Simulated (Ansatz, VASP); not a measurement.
# Ba: VASP beside Ansatz

```xyz
1
Lattice="1.8866 -3.6133 0.0000 2.0234 3.6867 0.0000 0.0000 0.0000 5.7000" Properties=species:S:1:pos:R:3 pbc="T T T"
Ba    0.0000    0.0000    0.0000
```

Change from the starting cell: strain +0.0375 x Voigt [0, 0, 0, 0, 0, 1], atoms carried along.

Alike in both runs: task single point; functional r2SCAN; k mesh 14 × 14 × 8; occupations gaussian, width 0.15 eV; no spin polarisation.

|  | VASP | Ansatz |
| --- | --- | --- |
| version | VASP 6.6.1 | Ansatz 0.2.0 |
| potentials or method | VASP PAW PBE potentials, release 64 (Ba_sv), cutoff 520 eV | scalar-relativistic, plane waves, PAW |
| valence electrons in the cell | 10 | 10 |

```csv
,VASP,Ansatz,Ansatz less VASP
gap on the k mesh at the Fermi level (eV),none,none,-
pressure (GPa),0.6,0.6,-0.06
"traceless stress, the component that is largest in VASP (GPa)",-3.00,-2.93,+0.070
```

VASP's potentials were made for PBE, not for r2SCAN. A gap of «none» marks a metal or a gap that the smearing closes.

Neither program's run includes spin-orbit coupling.
